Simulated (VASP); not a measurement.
# Lu (Fm-3m) in VASP: notebook, part 2 of 2

VASP 6.6.1.

## (3) Relaxation of cell and atoms, PBE, target pressure 51 GPa, at which the enthalpy is minimised

Contents of INCAR:

```
PREC     = Accurate       # precision mode
ENCUT    = 600            # plane-wave cutoff, eV
EDIFF    = 1E-6           # SCF threshold, eV
ISMEAR   = -1             # smearing method
SIGMA    = 0.08           # smearing width, eV
LREAL    = False          # projectors in reciprocal space
LASPH    = True           # aspherical terms in the spheres
NELM     = 100            # most SCF steps
ALGO     = Normal         # electronic algorithm
ISIF     = 3              # what is computed and relaxed
LWAVE    = False          # write WAVECAR
LCHARG   = False          # write CHGCAR
GGA      = PE             # functional
IBRION   = 2              # ionic algorithm
NSW      = 60             # ionic steps
EDIFFG   = -0.005         # ionic threshold
PSTRESS  = 510.0
```

Contents of KPOINTS:

```
Automatic mesh
0
Gamma
  16 16 16
```

Contents of POSCAR:

```
Lu
1.0
    0.0000000000      2.0643350564      2.0643350564
    2.0643350564      0.0000000000      2.0643350564
    2.0643350564      2.0643350564      0.0000000000
Lu
1
Direct
    0.0000000000      0.0000000000      0.0000000000
```

Potentials or basis: VASP PAW PBE potentials, release 64 (Lu).

Launch:

```console
> cat potpaw_PBE.64/Lu/POTCAR > POTCAR
> mpirun -np 1 vasp_std > vasp.out
```

OUTCAR:

```text
PREC = Accurate
   ENCUT = 600
   EDIFF = 1E-6
   ISMEAR = -1
   LREAL = False
   LASPH = True
   NELM = 100
   ISIF = 3
   GGA = PE
   IBRION = 2
   NSW = 60
   EDIFFG = -0.005
   PSTRESS = 510.0

 ion  position               nearest neighbor table
   1  0.000  0.000  0.000-

  LATTYP: Found a face centered cubic cell.
 ALAT       =     4.1286701128

  Lattice vectors:

 A1 = (   0.0000000000,   2.0643350564,   2.0643350564)
 A2 = (   2.0643350564,   0.0000000000,   2.0643350564)
 A3 = (   2.0643350564,   2.0643350564,   0.0000000000)

Analysis of symmetry for initial positions (statically):
=====================================================================
 Subroutine PRICEL returns:
 Original cell was already a primitive cell.

 Routine SETGRP: Setting up the symmetry group for a
 face centered cubic supercell.

 Subroutine GETGRP returns: Found 48 space group operations
 (whereof 48 operations were pure point group operations)
 out of a pool of 48 trial point group operations.

The static configuration has the point symmetry O_h .

Analysis of symmetry for dynamics (positions and initial velocities):
=====================================================================
 Subroutine PRICEL returns:
 Original cell was already a primitive cell.

 Routine SETGRP: Setting up the symmetry group for a
 face centered cubic supercell.

 Subroutine GETGRP returns: Found 48 space group operations
 (whereof 48 operations were pure point group operations)
 out of a pool of 48 trial point group operations.

The dynamic configuration has the point symmetry O_h .

 Subroutine INISYM returns: Found 48 space group operations
 (whereof 48 operations are pure point group operations),
 and found     1 'primitive' translations

----------------------------------------------------------------------------------------

                                     Primitive cell

  volume of cell :      17.5942

  direct lattice vectors                    reciprocal lattice vectors
     0.000000000  2.064335056  2.064335056    -0.242208743  0.242208743  0.242208743
     2.064335056  0.000000000  2.064335056     0.242208743 -0.242208743  0.242208743
     2.064335056  2.064335056  0.000000000     0.242208743  0.242208743 -0.242208743

  length of vectors
     2.919410634  2.919410634  2.919410634     0.419517850  0.419517850  0.419517850

  position of ions in fractional coordinates (direct lattice)
     0.000000000  0.000000000  0.000000000

  ion indices of the primitive-cell ions
   primitive index   ion index
                 1           1

----------------------------------------------------------------------------------------

 KPOINTS: Automatic mesh

Automatic generation of k-mesh.
 Grid dimensions read from file:
 generate k-points for:   16   16   16

 Generating k-lattice:

  Cartesian coordinates                     Fractional coordinates (reciprocal lattice)
    -0.015138046  0.015138046  0.015138046     0.062500000  0.000000000  0.000000000
     0.015138046 -0.015138046  0.015138046     0.000000000  0.062500000  0.000000000
     0.015138046  0.015138046 -0.015138046     0.000000000  0.000000000  0.062500000

  Length of vectors
     0.026219866  0.026219866  0.026219866

  Shift w.r.t. Gamma in fractional coordinates (k-lattice)
     0.000000000  0.000000000  0.000000000

 Subroutine IBZKPT returns following result:
 ===========================================

 Found    145 irreducible k-points:

 Following reciprocal coordinates:
            Coordinates               Weight
  0.000000  0.000000  0.000000      1.000000
  0.062500  0.000000  0.000000      8.000000
  0.125000  0.000000  0.000000      8.000000
  0.187500  0.000000  0.000000      8.000000
  0.250000  0.000000  0.000000      8.000000
  0.312500  0.000000  0.000000      8.000000
[... 16 lines left out ...]
 -0.125000  0.062500  0.000000     24.000000
 -0.062500  0.062500  0.000000     12.000000
 [... further k-points ...]
   k-points           NKPTS =    145   k-points in BZ     NKDIM =    145   number of bands    NBANDS=     16
   number of dos      NEDOS =    301   number of ions     NIONS =      1
   total plane-waves  NPLWV =  13824
   dimension x,y,z NGX =    24 NGY =   24 NGZ =   24
   dimension x,y,z NGXF=    48 NGYF=   48 NGZF=   48
   ions per type =               1
   NGX,Y,Z   is equivalent  to a cutoff of  13.67, 13.67, 13.67 a.u.
   NGXF,Y,Z  is equivalent  to a cutoff of  27.33, 27.33, 27.33 a.u.
 SYSTEM =  unknown system
   PREC   = accura    normal or accurate (medium, high low for compatibility)
   ISTART =      0    job   : 0-new  1-cont  2-samecut
   ICHARG =      2    charge: 1-file 2-atom 10-const
   ISPIN  =      1    spin polarized calculation?
   LNONCOLLINEAR =      F non collinear calculations
   LSORBIT =      F    spin-orbit coupling
   LASPH  =      T    aspherical Exc in radial PAW
   ENCUT  =  600.0 eV  44.10 Ry    6.64 a.u.   5.83  5.83  5.83*2*pi/ulx,y,z
   NELM   =    100;   NELMIN=  2; NELMDL= -5     # of ELM steps
   EDIFF  = 0.1E-05   stopping-criterion for ELM
   LREAL  =      F    real-space projection
   EDIFFG = -.5E-02   stopping-criterion for IOM
   NSW    =     60    number of steps for IOM
   IBRION =      2    ionic relax: 0-MD 1-quasi-New 2-CG
   NFREE  =      1    steps in history (QN), initial steepest desc. (CG)
   ISIF   =      3    stress and relaxation
   ISYM   =      2    0-nonsym 1-usesym 2-fastsym
   POTIM  = 0.5000    time-step for ionic-motion
   TEBEG  =    0.0;   TEEND  =   0.0 temperature during run
   PSTRESS=  510.0 pullay stress
   NELECT =      25.0000    total number of electrons
   NUPDOWN=      -1.0000    fix difference up-down
   EMIN   =  10.00;   EMAX   =-10.00  energy-range for DOS
   EFERMI =   0.00;   METHOD = LEGACY
   ISMEAR =    -1;   SIGMA  =   0.08  broadening in eV -4-tet -1-fermi 0-gaus
   EFERMI_NEDOS =   21; number of points for ismear=-14 and -15
   IALGO  =     38    algorithm
   IMIX   =      4    mixing-type and parameters
     AMIX     =   0.40;   BMIX     =  1.00
     AMIX_MAG =   1.60;   BMIX_MAG =  1.00
  volume/ion in A,a.u.               =      17.59       118.73
  Fermi-wavevector in a.u.,A,eV,Ry     =   1.840481  3.478005 46.087966  3.387370
  Thomas-Fermi vector in A             =   2.892808
   LORBIT       =      0    0 simple, 1 ext, 2 COOP (PROOUT), +10 PAW based schemes
   GGA     = PE    functional components
   LHFCALC =     F    Hartree Fock is set to
   AEXX    =    0.0000 exact exchange contribution
   IVDW    =     0    specifies the selected vdW correction
   LEPSILON=     F    determine dielectric tensor
   LRPA    =     F    only Hartree local field effects (RPA)
 conjugate gradient relaxation of ions
 non-spin polarized calculation
  energy-cutoff  :      600.00
  volume of cell :       17.59
 maximum number of plane-waves:       604
   NGX = 11   NGY = 11   NGZ = 11

--------------------------------------- Ionic step        1  -------------------------------------------

 number of electron      25.0000005 magnetization

 Free energy of the ion-electron system (eV)
  ---------------------------------------------------
  ext. energy  EPLUGINS =         0.00000000
  ---------------------------------------------------
  free energy    TOTEN  =        -3.22169566 eV

  energy without entropy =       -3.20393932  energy(sigma->0) =       -3.21281749

------------------------ aborting loop because EDIFF is reached ----------------------------------------

  FORCE on cell =-STRESS in cart. coord.  units (eV):
  Direction    XX          YY          ZZ          XY          YZ          ZX
  --------------------------------------------------------------------------------------
  -------------------------------------------------------------------------------------
  Total        5.7001113      5.7001113      5.7001113      0.0000000      0.0000000      0.0000000
  in kB      519.0669292    519.0669292    519.0669292      0.0000000      0.0000000      0.0000000
  external PRESSURE =       9.0669292 kB  Pullay stress =     510.0000000 kB
[... 209 lines left out ...]
--------------------------------------- Ionic step        7  -------------------------------------------

 number of electron      25.0000005 magnetization

 Free energy of the ion-electron system (eV)
  ---------------------------------------------------
  ext. energy  EPLUGINS =         0.00000000
  ---------------------------------------------------
  free energy    TOTEN  =        -3.26356453 eV

  energy without entropy =       -3.24582720  energy(sigma->0) =       -3.25469587

 E-fermi :   4.4229     XC(G=0): -13.3548

 val. band max:        4.4045265251   @ k =  -0.3125   0.3750   0.1875
 cond. band min:       4.4494205979   @ k =  -0.3750   0.3750   0.1875
 fundamental gap:      0.0448940728
 Fermi energy:         4.4229387988

 k-point     1 :       0.0000    0.0000    0.0000
  band No.  band energies     occupation
      1     -51.1653      2.00000
      2     -20.8075      2.00000
      3     -20.8074      2.00000
      4     -20.8074      2.00000
      5      -2.5545      2.00000
      6      -0.3181      2.00000
[... 433 lines left out ...]
      3     -20.8722      2.00000
      4     -20.8204      2.00000
      5      -2.0262      2.00000
      6      -0.3054      2.00000
[... 8 lines left out ...]
     15       7.3823      0.00000
     16      10.6337      0.00000

 [... further k-points ...]
[... 5 lines left out ...]
  --------------------------------------------------------------------------------------
  -------------------------------------------------------------------------------------
  Total        5.6458086      5.6458086      5.6458086      0.0000000      0.0000000     -0.0000000
  in kB      510.3540518    510.3540518    510.3540518      0.0000000      0.0000000     -0.0000000
  external PRESSURE =       0.3540518 kB  Pullay stress =     510.0000000 kB
[... 20 lines left out ...]
  energy  without entropy=       -3.2458271984  energy(sigma->0) =       -3.25469587

  enthalpy is  TOTEN    =         2.3783273286 eV   P V=        5.6418918602

 reached required accuracy - stopping structural energy minimisation
```

It took 2.6 min on 1 thread of Intel Xeon Platinum 8259CL at 2.50GHz (Skylake/Cascade Lake), shared host; peak memory 0.2 GiB.

Results:

| Item | Value |
| --- | --- |
| Free energy | -3.2636 eV |
| Relaxed volume | 17.72 Å³/atom |
| Relaxed cell | a = 2.927 Å, b = 2.927 Å, c = 2.927 Å, α = 60.00°, β = 60.00°, γ = 60.00° |
| Space group after relaxing (to 0.05 Å) | Fm-3m (No. 225) |
| Energy change on relaxing (the enthalpy is what falls) | -41.9 meV/atom |
| Ionic steps | 7 |
| Pressure after relaxing | 51.0 GPa |

Step by step:
```
step  energy change (eV)  largest force (eV/Å)  pressure (GPa)  volume (Å³)
   1              0.0000                0.0000           51.91        17.59
   2             -0.0810                0.0000           49.47        17.85
   3             -0.0440                0.0000           50.63        17.73
   4             -0.0312                0.0000           51.19        17.69
   5             -0.0356                0.0000           51.37        17.70
   6             -0.0398                0.0000           51.22        17.72
   7             -0.0419                0.0000           51.04        17.72
```

Final structure:
```
Lu
1.0
     0.00000    2.06940    2.06940
     2.06940    0.00000    2.06940
     2.06940    2.06940    0.00000
Lu
1
Direct
  0.00000 0.00000 0.00000
```

Levels at points of the mesh, in eV from the Fermi level:
```csv
k point,band 9,band 10,band 11,band 12,band 13,band 14,band 15,band 16
"(0.00, 0.00, 0.00)",-4.55,-4.30,-4.30,-4.30,2.67,2.67,2.67,6.80
"(0.50, 0.00, 0.00)",-4.35,-4.35,-4.29,-3.49,2.25,2.25,2.94,10.00
"(0.50, 0.50, 0.00)",-4.39,-4.39,-4.37,-3.72,-2.29,5.64,10.08,11.02
```

Caveat: the cell is relaxed towards a set pressure, so the enthalpy falls and the energy may rise; spin-orbit coupling is left out, which moves the levels of the heavy elements.

## (4) Relaxation of cell and atoms, PBE, target pressure 51 GPa, at which the enthalpy is minimised

Contents of INCAR:

```
SYSTEM = Lu
PREC     = Accurate       ! precision mode
ENCUT    = 600            ! plane-wave cutoff, eV
EDIFF    = 1E-6           ! SCF threshold, eV
ISMEAR   = -1             ! smearing method
SIGMA    = 0.08           ! smearing width, eV
LREAL    = .False.        ! projectors in reciprocal space
LASPH    = .True.         ! aspherical terms in the spheres
NELM     = 100            ! most SCF steps
ALGO     = Normal         ! electronic algorithm
ISIF     = 3              ! what is computed and relaxed
LWAVE    = .False.        ! write WAVECAR
LCHARG   = .False.        ! write CHGCAR
GGA      = PE             ! functional
IBRION   = 2              ! ionic algorithm
NSW      = 32             ! ionic steps
EDIFFG   = -0.005         ! ionic threshold
PSTRESS  = 510.0
```

Contents of KPOINTS:

```
Automatic mesh
0
Gamma
  16 16 16
  0 0 0
```

Contents of POSCAR:

```
Lu
1.0
    0.0000000000      2.0648203295      2.0648203295
    2.0648203295      0.0000000000      2.0648203295
    2.0648203295      2.0648203295      0.0000000000
Lu
1
Direct
    0.0000000000      0.0000000000      0.0000000000
```

Launch:

```console
> cat potpaw_PBE.64/Lu/POTCAR > POTCAR
> mpirun -np 1 vasp_std > vasp.out
```

Run time: 92 s. Hardware: 1 thread of Intel Xeon Platinum 8259CL at 2.50GHz (Skylake/Cascade Lake), shared host; peak memory 0.19 GiB.

The run converged. Its results:

* Free energy: -3.2538 eV
* Relaxed volume: 17.69 Å³/atom
* Relaxed cell: a = 2.925 Å, b = 2.925 Å, c = 2.925 Å, α = 60.00°, β = 60.00°, γ = 60.00°
* Space group after relaxing (to 0.05 Å): Fm-3m (No. 225)
* Energy change on relaxing (the enthalpy is what falls): -28.0 meV/atom
* Ionic steps: 4
* Pressure after relaxing: 51.0 GPa

Step by step:
```csv
step,energy change (eV),largest force (eV/Å),pressure (GPa),volume (Å³)
1,0.0000,0.0000,51.76,17.61
2,-0.0677,0.0000,50.57,17.82
3,-0.0339,0.0000,50.84,17.71
4,-0.0280,0.0000,51.00,17.69
```

Final structure:
```xyz
1
Lattice="0.0000 2.0682 2.0682 2.0682 0.0000 2.0682 2.0682 2.0682 0.0000" Properties=species:S:1:pos:R:3 pbc="T T T"
Lu    0.0000    0.0000    0.0000
```

Levels at points of the mesh, in eV from the Fermi level:
| k point | band 9 | band 10 | band 11 | band 12 | band 13 | band 14 | band 15 | band 16 |
| --- | --- | --- | --- | --- | --- | --- | --- | --- |
| (0.00, 0.00, 0.00) | -4.55 | -4.30 | -4.30 | -4.30 | 2.67 | 2.67 | 2.67 | 6.81 |
| (0.50, 0.00, 0.00) | -4.35 | -4.35 | -4.29 | -3.49 | 2.25 | 2.25 | 2.96 | 10.02 |
| (0.50, 0.50, 0.00) | -4.39 | -4.39 | -4.37 | -3.73 | -2.30 | 5.66 | 10.09 | 11.04 |

Caveat: the cell is relaxed towards a set pressure, so the enthalpy falls and the energy may rise; spin-orbit coupling is left out, which moves the levels of the heavy elements.

## (5) Summary

| task | cell | cutoff (eV) | gap on the mesh (eV) | pressure (GPa) |
| --- | --- | --- | --- | --- |
| single point | a = 2.920 Å, angles 60.0°, 1 atom | 520 | none | 52.2 |
| relaxation of cell and atoms | relaxed to 51 GPa from a = 2.919 Å, angles 60.0°, 1 atom | 600 | none | 51.0 |
| relaxation of cell and atoms | relaxed to 51 GPa from a = 2.920 Å, angles 60.0°, 1 atom | 600 | none | 51.0 |

Alike in all rows: level PBE; potentials or basis VASP PAW PBE potentials, release 64 (Lu); no spin polarisation; k mesh 16 × 16 × 16; smearing fermi-dirac 0.08 eV.

Caveats: spin-orbit coupling is left out, which moves the levels of the heavy elements; the cell is relaxed towards a set pressure, so the enthalpy falls and the energy may rise (some runs).

Absolute energies hang on the potentials; compare differences alone.
